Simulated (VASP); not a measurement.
Crystal: GaN.

```
Ga N
1.0
     0.00000    2.24895    2.24895
     2.24895    0.00000    2.24895
     2.24895    2.24895    0.00000
Ga N
1 1
Direct
  0.00000 0.00000 0.00000
  0.25000 0.25000 0.25000
```

Base run:

| Property | Result |
| --- | --- |
| Program | VASP 6.6.1 |
| Functional | PBE |
| Potentials or basis | VASP PAW PBE potentials, release 64 (Ga_d, N) |
| Cutoff | 520 eV |
| k mesh | 6 × 6 × 6 |
| Occupations | gaussian, width 0.01 eV |
| Spin | no spin polarisation |

Its results: band gap on the k mesh 1.76 eV, direct; pressure 6.2 GPa.

Task: After a change of settings the same cell gave: band gap on the k mesh 1.76 eV, direct; pressure 0.5 GPa. Which change was it?
A. occupations from gaussian, width 0.01 eV to fermi-dirac, width 0.001 eV; further incar settings from ALGO = Normal; EDIFF = 1e-06; NBANDS = 16 to ALGO = Normal; EDIFF = 1e-07; NBANDS = 16
B. dispersion from none to D4
C. functional from PBE to LDA; potentials or basis from VASP PAW PBE potentials, release 64 (Ga_d, N) to VASP PAW LDA potentials, release 64 (Ga_d, N_h); cutoff from 520 eV to 910 eV
D. occupations from gaussian, width 0.01 eV to methfessel-paxton, width 0.05 eV

Result: B.

Dispersion adds attraction, which lowers the pressure at fixed volume and, as a term added to the energy, leaves the levels alone.
